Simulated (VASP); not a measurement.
Set up this calculation in VASP 6.6.1, as the native input.

| Quantity | Value |
| --- | --- |
| Task | single point |
| Functional | PBEsol |
| Potentials or basis | VASP PAW PBE potentials, release 64 (Pb_d, O) |
| Cutoff | 520 eV |
| k mesh | 7 × 7 × 1 |
| Occupations | gaussian, width 0.05 eV |
| Spin | no spin polarisation |
| Dipole correction | yes |
| Further INCAR settings | ALGO = Normal; EDIFF = 1e-06; NBANDS = 50 |

The structure of PbO lies in POSCAR:

```
PbO
1.0
    3.9879609043      0.0000000000      0.0000000000
    0.0000000000      3.9879609043      0.0000000000
    0.0000000000      0.0000000000     22.4438944762
Pb O
4 4
Direct
    0.0000000000      0.5000000000      0.3339680383
    0.5000000000      0.0000000000      0.4396850881
    0.0000000000      0.5000000000      0.5603148885
    0.5000000000      0.0000000000      0.6660319529
    0.0000000000      0.0000000000      0.3867982764
    0.5000000000      0.5000000000      0.3867982764
    0.0000000000      0.0000000000      0.6132017397
    0.5000000000      0.5000000000      0.6132017397
```

These files were run (other wordings do the same):

INCAR

```
  PREC = Accurate
  ENCUT = 520
  EDIFF = 1E-6
  ISMEAR = 0
  SIGMA = 0.05
  LREAL = False
  LASPH = True
  NELM = 60
  ALGO = Normal
  ISIF = 2
  LWAVE = False
  LCHARG = False
  LDIPOL = True
  IDIPOL = 3
  DIPOL = 0.5 0.5 0.500
  GGA = PS
  NBANDS = 50
```

KPOINTS

```
regular mesh
0
Gamma
  7 7 1
```

Potentials or basis: VASP PAW PBE potentials, release 64 (Pb_d, O).

Launch:

```console
$ cat potpaw_PBE.64/Pb_d/POTCAR potpaw_PBE.64/O/POTCAR > POTCAR
$ mpirun -np 1 vasp_std > vasp.out
```

It gave:

The largest force is 0.045 eV/Å and the band gap on the k mesh is 2.13 eV (least direct gap 2.14 eV).

Caveat: the PAW data sets were made with another functional, which shifts forces and pressure a little; spin-orbit coupling is left out, which moves the levels of the heavy elements.

Wall time 7.7 min on 1 thread of Intel(R) Xeon(R) Platinum 8488C (Sapphire Rapids) (shared host), peak memory 0.44 GiB.
